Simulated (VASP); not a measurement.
# TaN (Fm-3m) in VASP: a series of runs

TaN is run at these levels: PBE; tasks: electric field gradients.

Program: VASP 6.6.1. These are calculated values, not measurements. Logs are shortened: lines on timing, memory, paths and dates and some standing lists are left out, and cuts for length are marked.

**1. The cell of the first run**

It takes space group Fm-3m (No. 225, cubic). The conventional cell has a = 4.443 Å, b = 4.443 Å, c = 4.443 Å, α = 90.00°, β = 90.00°, γ = 90.00°. Ta (site symmetry m-3m) has 6 N at 2.22 Å within 2.9 Å. N (site symmetry m-3m) has 6 Ta at 2.22 Å within 2.9 Å.

**2. Electric field gradients, PBE (volume scaled by 1.06)**

Input file INCAR:

```
SYSTEM = TaN
ALGO = Normal ; EDIFF = 1E-8
ENCUT = 520 ; GGA = PE
ISIF = 2 ; ISMEAR = -1
LASPH = .True. ; LCHARG = .False.
LEFG = .True. ; LREAL = .False.
LWAVE = .False. ; NBANDS = 15
NELM = 100 ; PREC = Accurate
SIGMA = 0.02
```

Input file KPOINTS:

```
k-points
0
Gamma
  9 9 9
  0 0 0
```

Input file POSCAR:

```
TaN
1.0
    0.0000000000      2.2217363401      2.2217363401
    2.2217363401      0.0000000000      2.2217363401
    2.2217363401      2.2217363401      0.0000000000
Ta N
1 1
Direct
    0.5000000000      0.5000000000      0.5000000000
    0.0000000000      0.0000000000      0.0000000000
```

Potentials or basis: VASP PAW PBE potentials, release 64 (Ta_pv, N).

The run is started by

```sh
$ cat potpaw_PBE.64/Ta_pv/POTCAR potpaw_PBE.64/N/POTCAR > POTCAR
$ mpirun -np 1 vasp_std > vasp.out
```

OUTCAR:

```text
SYSTEM = TaN
   EDIFF = 1E-8
   ENCUT = 520
   GGA = PE
   ISIF = 2
   ISMEAR = -1
   LASPH = .True.
   LREAL = .False.
   NELM = 100
   PREC = Accurate

 ion  position               nearest neighbor table
   1  0.500  0.500  0.500-   2 2.22   2 2.22   2 2.22   2 2.22   2 2.22   2 2.22
   2  0.000  0.000  0.000-   1 2.22   1 2.22   1 2.22   1 2.22   1 2.22   1 2.22

  LATTYP: Found a face centered cubic cell.
 ALAT       =     4.4434726802

  Lattice vectors:

 A1 = (   0.0000000000,   2.2217363401,   2.2217363401)
 A2 = (   2.2217363401,   0.0000000000,   2.2217363401)
 A3 = (   2.2217363401,   2.2217363401,   0.0000000000)

Analysis of symmetry for initial positions (statically):
=====================================================================
 Subroutine PRICEL returns:
 Original cell was already a primitive cell.

 Routine SETGRP: Setting up the symmetry group for a
 face centered cubic supercell.

 Subroutine GETGRP returns: Found 48 space group operations
 (whereof 48 operations were pure point group operations)
 out of a pool of 48 trial point group operations.

The static configuration has the point symmetry O_h .

Analysis of symmetry for dynamics (positions and initial velocities):
=====================================================================
 Subroutine PRICEL returns:
 Original cell was already a primitive cell.

 Routine SETGRP: Setting up the symmetry group for a
 face centered cubic supercell.

 Subroutine GETGRP returns: Found 48 space group operations
 (whereof 48 operations were pure point group operations)
 out of a pool of 48 trial point group operations.

The dynamic configuration has the point symmetry O_h .

 Subroutine INISYM returns: Found 48 space group operations
 (whereof 48 operations are pure point group operations),
 and found     1 'primitive' translations

----------------------------------------------------------------------------------------

                                     Primitive cell

  volume of cell :      21.9335

  direct lattice vectors                    reciprocal lattice vectors
     0.000000000  2.221736340  2.221736340    -0.225049206  0.225049206  0.225049206
     2.221736340  0.000000000  2.221736340     0.225049206 -0.225049206  0.225049206
     2.221736340  2.221736340  0.000000000     0.225049206  0.225049206 -0.225049206

  length of vectors
     3.142009664  3.142009664  3.142009664     0.389796660  0.389796660  0.389796660

  position of ions in fractional coordinates (direct lattice)
     0.500000000  0.500000000  0.500000000
     0.000000000  0.000000000  0.000000000

  ion indices of the primitive-cell ions
   primitive index   ion index
                 1           1
                 2           2

----------------------------------------------------------------------------------------

 KPOINTS: k-points

Automatic generation of k-mesh.
 Grid dimensions read from file:
 generate k-points for:    9    9    9

 Generating k-lattice:

  Cartesian coordinates                     Fractional coordinates (reciprocal lattice)
    -0.025005467  0.025005467  0.025005467     0.111111111  0.000000000  0.000000000
     0.025005467 -0.025005467  0.025005467     0.000000000  0.111111111  0.000000000
     0.025005467  0.025005467 -0.025005467     0.000000000  0.000000000  0.111111111

  Length of vectors
     0.043310740  0.043310740  0.043310740

  Shift w.r.t. Gamma in fractional coordinates (k-lattice)
     0.000000000  0.000000000  0.000000000

 Subroutine IBZKPT returns following result:
 ===========================================

 Found     35 irreducible k-points:

 Following reciprocal coordinates:
            Coordinates               Weight
  0.000000  0.000000  0.000000      1.000000
  0.111111  0.000000  0.000000      8.000000
  0.222222  0.000000  0.000000      8.000000
  0.333333  0.000000  0.000000      8.000000
  0.444444  0.000000  0.000000      8.000000
  0.111111  0.111111  0.000000      6.000000
[... 16 lines left out ...]
 -0.333333  0.333333  0.000000     12.000000
  0.444444  0.444444  0.000000      6.000000
 [... further k-points ...]
   k-points           NKPTS =     35   k-points in BZ     NKDIM =     35   number of bands    NBANDS=     15
   number of dos      NEDOS =    301   number of ions     NIONS =      2
   total plane-waves  NPLWV =  13824
   dimension x,y,z NGX =    24 NGY =   24 NGZ =   24
   dimension x,y,z NGXF=    48 NGYF=   48 NGZF=   48
   ions per type =               1   1
   NGX,Y,Z   is equivalent  to a cutoff of  12.70, 12.70, 12.70 a.u.
   NGXF,Y,Z  is equivalent  to a cutoff of  25.40, 25.40, 25.40 a.u.
 SYSTEM =  TaN
   PREC   = accura    normal or accurate (medium, high low for compatibility)
   ISTART =      0    job   : 0-new  1-cont  2-samecut
   ICHARG =      2    charge: 1-file 2-atom 10-const
   ISPIN  =      1    spin polarized calculation?
   LNONCOLLINEAR =      F non collinear calculations
   LSORBIT =      F    spin-orbit coupling
   LASPH  =      T    aspherical Exc in radial PAW
   ENCUT  =  520.0 eV  38.22 Ry    6.18 a.u.   5.84  5.84  5.84*2*pi/ulx,y,z
   NELM   =    100;   NELMIN=  2; NELMDL= -5     # of ELM steps
   EDIFF  = 0.1E-07   stopping-criterion for ELM
   LREAL  =      F    real-space projection
   EDIFFG = 0.1E-06   stopping-criterion for IOM
   NSW    =      0    number of steps for IOM
   IBRION =     -1    ionic relax: 0-MD 1-quasi-New 2-CG
   NFREE  =      0    steps in history (QN), initial steepest desc. (CG)
   ISIF   =      2    stress and relaxation
   ISYM   =      2    0-nonsym 1-usesym 2-fastsym
   POTIM  = 0.5000    time-step for ionic-motion
   TEBEG  =    0.0;   TEEND  =   0.0 temperature during run
   PSTRESS=    0.0 pullay stress
   NELECT =      16.0000    total number of electrons
   NUPDOWN=      -1.0000    fix difference up-down
   EMIN   =  10.00;   EMAX   =-10.00  energy-range for DOS
   EFERMI =   0.00;   METHOD = LEGACY
   ISMEAR =    -1;   SIGMA  =   0.02  broadening in eV -4-tet -1-fermi 0-gaus
   EFERMI_NEDOS =   21; number of points for ismear=-14 and -15
   IALGO  =     38    algorithm
   IMIX   =      4    mixing-type and parameters
     AMIX     =   0.40;   BMIX     =  1.00
     AMIX_MAG =   1.60;   BMIX_MAG =  1.00
  volume/ion in A,a.u.               =      10.97        74.01
  Fermi-wavevector in a.u.,A,eV,Ry     =   1.473711  2.784910 29.549459  2.171824
  Thomas-Fermi vector in A             =   2.588571
   LORBIT       =      0    0 simple, 1 ext, 2 COOP (PROOUT), +10 PAW based schemes
   GGA     = PE    functional components
   LHFCALC =     F    Hartree Fock is set to
   AEXX    =    0.0000 exact exchange contribution
   IVDW    =     0    specifies the selected vdW correction
   LEPSILON=     F    determine dielectric tensor
   LRPA    =     F    only Hartree local field effects (RPA)
 non-spin polarized calculation
  energy-cutoff  :      520.00
  volume of cell :       21.93
 maximum number of plane-waves:       609
   NGX = 11   NGY = 11   NGZ = 11

 number of electron      16.0000003 magnetization

 Free energy of the ion-electron system (eV)
  ---------------------------------------------------
  ext. energy  EPLUGINS =         0.00000000
  ---------------------------------------------------
  free energy    TOTEN  =       -21.82370808 eV

  energy without entropy =      -21.82250315  energy(sigma->0) =      -21.82310561

 E-fermi :   9.0975     XC(G=0): -13.2674

 val. band max:        8.9982940394   @ k =  -0.4444   0.2222   0.1111
 cond. band min:       9.1348931753   @ k =   0.2222   0.1111   0.0000
 fundamental gap:      0.1365991359
 Fermi energy:         9.0975307663

 k-point     1 :       0.0000    0.0000    0.0000
  band No.  band energies     occupation
      1     -26.6477      2.00000
      2     -26.6477      2.00000
      3     -26.6477      2.00000
      4      -9.4100      2.00000
      5       5.4608      2.00000
      6       5.4608      2.00000
      7       5.4608      2.00000
      8       7.1727      2.00000
      9       7.1727      2.00000
     10       7.1727      2.00000
     11       9.2497      0.00099
     12       9.2497      0.00099
     13      10.4535      0.00000
     14      18.5875      0.00000
[... 401 lines left out ...]
      2     -26.8930      2.00000
      3     -26.8930      2.00000
      4      -8.1342      2.00000
      5       2.3909      2.00000
      6       4.0085      2.00000
      7       4.5999      2.00000
      8       4.5999      2.00000
      9      11.1376      0.00000
     10      12.5138      0.00000
     11      12.5138      0.00000
     12      13.2724      0.00000
     13      16.0065      0.00000
     14      18.1409      0.00000
     15      21.4873      0.00000

 [... further k-points ...]

------------------------ aborting loop because EDIFF is reached ----------------------------------------

  FORCE on cell =-STRESS in cart. coord.  units (eV):
  Direction    XX          YY          ZZ          XY          YZ          ZX
  --------------------------------------------------------------------------------------
  -------------------------------------------------------------------------------------
  Total       -0.6923710     -0.6923710     -0.6923710      0.0000000      0.0000000      0.0000000
  in kB      -50.5757016    -50.5757016    -50.5757016      0.0000000      0.0000000      0.0000000
  external PRESSURE =     -50.5757016 kB  Pullay stress =       0.0000000 kB

 VOLUME and BASIS-vectors are now :
 -----------------------------------------------------------------------------
  energy-cutoff  :      520.00
  volume of cell :       21.93
      direct lattice vectors                 reciprocal lattice vectors
     0.000000000  2.221736340  2.221736340    -0.225049206  0.225049206  0.225049206
     2.221736340  0.000000000  2.221736340     0.225049206 -0.225049206  0.225049206
     2.221736340  2.221736340  0.000000000     0.225049206  0.225049206 -0.225049206

 POSITION                                       TOTAL-FORCE (eV/Angst)
 -----------------------------------------------------------------------------------
      2.22174      2.22174      2.22174        -0.000000      0.000000     -0.000000
      0.00000      0.00000      0.00000         0.000000     -0.000000      0.000000
 -----------------------------------------------------------------------------------
    total drift:                                0.000000     -0.000000     -0.000000

  FREE ENERGIE OF THE ION-ELECTRON SYSTEM (eV)
  ---------------------------------------------------
  free  energy   TOTEN  =       -21.8237080799 eV

  energy  without entropy=      -21.8225031461  energy(sigma->0) =      -21.82310561

 Electric field gradients (V/A^2)
---------------------------------------------------------------------
 ion       V_xx      V_yy      V_zz      V_xy      V_xz      V_yz
---------------------------------------------------------------------
   1       0.000    -0.000     0.000    -0.000    -0.000    -0.000
   2       0.000    -0.000    -0.000     0.001     0.001     0.001
---------------------------------------------------------------------

 Electric field gradients after diagonalization (V/A^2)
 (convention: |V_zz| > |V_xx| > |V_yy|)
----------------------------------------------------------------------
 ion       V_xx      V_yy      V_zz     asymmetry (V_yy - V_xx)/ V_zz
----------------------------------------------------------------------
   1       0.000     0.000    -0.001       0.000
   2      -0.001    -0.001     0.001       0.000
----------------------------------------------------------------------

           NMR quadrupolar parameters

 Cq : quadrupolar parameter    Cq=e*Q*V_zz/h
 eta: asymmetry parameters     (V_yy - V_xx)/ V_zz
 Q  : nuclear electric quadrupole moment in mb (millibarn)
----------------------------------------------------------------------
 ion       Cq(MHz)       eta       Q (mb)
----------------------------------------------------------------------
   1      -0.000       0.000       1.000
   2       0.000       0.000       1.000
----------------------------------------------------------------------
```

Wall time 8.9 s (1 thread of Intel Xeon Platinum 8259CL at 2.50GHz (Skylake/Cascade Lake), shared host); peak memory 0.14 GiB.

What came out:

```
Free energy            : -21.8237 eV
Pressure               : -5.1 GPa
Band gap on the k mesh : zero (band 8 reaches 10.67 eV, above the bottom of band 9 at 7.17 eV)
```

Levels at points of the mesh, in eV from the Fermi level:
```
           k point  band 6  band 7  band 8  band 9  band 10  band 11
(0.00, 0.00, 0.00)   -3.64   -3.64   -1.92   -1.92    -1.92     0.15
```

Caveat: without QUAD_EFG the Cq values of the log hold for a quadrupole moment of 1 mb, not for the nuclei; spin-orbit coupling is left out, which moves the levels of the heavy elements.

**3. Electric field gradients, PBE (volume scaled by 0.94)**

Input file INCAR:

```
SYSTEM = TaN
  ALGO = Normal
  EDIFF = 1E-8
  ENCUT = 520
  GGA = PE
  ISIF = 2
  ISMEAR = -1
  LASPH = .TRUE.
  LCHARG = .FALSE.
  LEFG = .TRUE.
  LREAL = .FALSE.
  LWAVE = .FALSE.
  NBANDS = 15
  NELM = 80
  PREC = Accurate
  SIGMA = 0.02
```

Input file KPOINTS:

```
k-points
0
G
  9 9 9
  0 0 0
```

Input file POSCAR:

```
TaN
1.0
    0.0000000000      2.1345181309      2.1345181309
    2.1345181309      0.0000000000      2.1345181309
    2.1345181309      2.1345181309      0.0000000000
Ta N
1 1
Direct
    0.5000000000      0.5000000000      0.5000000000
    0.0000000000      0.0000000000      0.0000000000
```

Potentials or basis: VASP PAW PBE potentials, release 64 (Ta_pv, N).

The run is started by

```sh
$ cat potpaw_PBE.64/Ta_pv/POTCAR potpaw_PBE.64/N/POTCAR > POTCAR
$ mpirun -np 1 vasp_std > vasp.out
```

OUTCAR:

```text
SYSTEM = TaN
   EDIFF = 1E-8
   ENCUT = 520
   GGA = PE
   ISIF = 2
   ISMEAR = -1
   LASPH = .TRUE.
   LREAL = .FALSE.
   NELM = 80
   PREC = Accurate

 ion  position               nearest neighbor table
   1  0.500  0.500  0.500-   2 2.13   2 2.13   2 2.13   2 2.13   2 2.13   2 2.13
   2  0.000  0.000  0.000-   1 2.13   1 2.13   1 2.13   1 2.13   1 2.13   1 2.13

  LATTYP: Found a face centered cubic cell.
 ALAT       =     4.2690362618

  Lattice vectors:

 A1 = (   0.0000000000,   2.1345181309,   2.1345181309)
[... 644 lines left out ...]
  ---------------------------------------------------
  free  energy   TOTEN  =       -21.5628121038 eV

  energy  without entropy=      -21.5618516234  energy(sigma->0) =      -21.56233186

 Electric field gradients (V/A^2)
---------------------------------------------------------------------
 ion       V_xx      V_yy      V_zz      V_xy      V_xz      V_yz
---------------------------------------------------------------------
   1       0.000     0.000    -0.000     0.000     0.000     0.000
   2      -0.000    -0.000     0.000    -0.001    -0.001    -0.001
---------------------------------------------------------------------

 Electric field gradients after diagonalization (V/A^2)
 (convention: |V_zz| > |V_xx| > |V_yy|)
----------------------------------------------------------------------
 ion       V_xx      V_yy      V_zz     asymmetry (V_yy - V_xx)/ V_zz
----------------------------------------------------------------------
   1      -0.000    -0.000     0.001       0.000
   2       0.001     0.001    -0.001       0.000
----------------------------------------------------------------------

           NMR quadrupolar parameters

 Cq : quadrupolar parameter    Cq=e*Q*V_zz/h
 eta: asymmetry parameters     (V_yy - V_xx)/ V_zz
 Q  : nuclear electric quadrupole moment in mb (millibarn)
----------------------------------------------------------------------
 ion       Cq(MHz)       eta       Q (mb)
----------------------------------------------------------------------
   1       0.000       0.000       1.000
   2      -0.000       0.000       1.000
----------------------------------------------------------------------
```

stdout:

```text
POSCAR found type information on POSCAR TaN
 POSCAR found :  2 types and       2 ions
 scaLAPACK will be used
 LDA part: xc-table for (Slater+PW92), standard interpolation
 POSCAR, INCAR and KPOINTS ok, starting setup
 FFT: planning ... GRIDC
 FFT: planning ... GRID_SOFT
 FFT: planning ... GRID
 WAVECAR not read
 entering main loop
ion   1

ion   2
```

Wall time 4.7 s (1 thread of Intel Xeon 6975P-C (Granite Rapids), shared host); peak memory 0.14 GiB.

Results:

```
Free energy            : -21.5628 eV
Pressure               : 43.5 GPa
Band gap on the k mesh : zero (band 8 reaches 12.35 eV, above the bottom of band 9 at 8.22 eV)
```

Caveat: without QUAD_EFG the Cq values of the log hold for a quadrupole moment of 1 mb, not for the nuclei; spin-orbit coupling is left out, which moves the levels of the heavy elements.
